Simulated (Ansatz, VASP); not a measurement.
# Bi4Te3: VASP beside Ansatz

```xyz
7
Lattice="2.2251 1.2847 14.2155 -2.2251 1.2847 14.2155 0.0000 -2.5694 14.2155" Properties=species:S:1:pos:R:3 pbc="T T T"
Bi    0.0000    0.0000   30.4352
Bi    0.0000    0.0000   12.2113
Bi    0.0000    0.0000    6.2870
Bi    0.0000    0.0000   36.3595
Te    0.0000    0.0000    0.0000
Te    0.0000    0.0000   17.9126
Te    0.0000    0.0000   24.7339
```

Alike in both runs: task single point; functional PBE; k mesh 6 × 6 × 6; occupations fermi-dirac, width 0.02 eV; no spin polarisation.

|  | VASP | Ansatz |
| --- | --- | --- |
| version | VASP 6.6.1 | Ansatz 0.2.0 |
| potentials or method | VASP PAW PBE potentials, release 64 (Bi_d, Te) | plane waves, PAW |
| plane-wave cutoff (eV) | 520 | 420 |
| valence electrons in the cell | 78 | 108 |

VASP gave:

* pressure (GPa): 1.6
* traceless stress, the component that is largest in VASP (GPa): -0.17
* rms of the force components (eV/Å): 0.092

Task: Estimate Ansatz's values.

Result: Pressure (GPa): 1.6; traceless stress, the component that is largest in VASP (GPa): -0.16; rms of the force components (eV/Å): 0.086.

Atom by atom the forces differ by 0.005 eV/Å (rms over components). With one functional, cell and mesh, what is left measures potentials, basis and numerics. VASP's potentials hold 78 valence electrons a cell and Ansatz's 108, so a difference there can come from the potentials and not from the codes.

Spin-orbit coupling is off throughout.
